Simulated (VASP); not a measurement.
Set up this calculation in VASP 6.6.1, as the native input.

```
Task                   : electric field gradients
Functional             : PBEsol
Potentials or basis    : VASP PAW PBE potentials, release 64 (Cd, Te)
Cutoff                 : 520 eV
k mesh                 : 9 × 9 × 6
Occupations            : fermi-dirac, width 0.05 eV
Spin                   : no spin polarisation
Dipole correction      : no
Further INCAR settings : ALGO = Normal; EDIFF = 1e-08; NBANDS = 26
```

The structure of CdTe lies in POSCAR:

```
CdTe
1.0
    3.0346380900     -3.0636629100      0.0000000000
    3.0346380900      3.0636629100      0.0000000000
    0.0000000000      0.0000000000      6.0906520000
Cd Te
2 2
Direct
    0.2770300000      0.7229700000      0.7500000000
    0.7229700000      0.2770300000      0.2500000000
    0.7661370000      0.2338630000      0.7500000000
    0.2338630000      0.7661370000      0.2500000000
```

This cell differs from its parent crystal: equal xx and yy strain of -1 %.

The input as run:

INCAR

```
SYSTEM = CdTe
PREC = Accurate
ENCUT = 520
EDIFF = 1E-8
ISMEAR = -1
SIGMA = 0.05
LREAL = .FALSE.
LASPH = .TRUE.
NELM = 80
ALGO = Normal
ISIF = 2
LWAVE = .FALSE.
LCHARG = .FALSE.
GGA = PS
LEFG = .TRUE.
NBANDS = 26
```

KPOINTS

```
Automatic mesh
0
G
  9 9 6
  0 0 0
```

Potentials or basis: VASP PAW PBE potentials, release 64 (Cd, Te).

Command:

```bash
$ cat potpaw_PBE.64/Cd/POTCAR potpaw_PBE.64/Te/POTCAR > POTCAR
$ mpirun -np 1 vasp_std > vasp.out
```

It gave:

```yaml
Pressure: -2.2 GPa
Largest_force: 0.058 eV/Å
Band_gap_on_the_k_mesh: zero (bands 18 and 19 overlap by 1.26 eV)
Largest_electric_field_gradient_by_atom: Cd -3.7; Te -15.4 V/Å²
```

Caveat: the cell differs from its parent crystal (equal xx and yy strain of -1 %); without QUAD_EFG the Cq values of the log hold for a quadrupole moment of 1 mb, not for the nuclei; the PAW data sets were made with another functional, which shifts forces and pressure a little; spin-orbit coupling is left out, which moves the levels of the heavy elements.

Run time: 7.5 min on 1 thread of Intel Xeon 8259CL (shared host), peak memory 0.4 GiB.
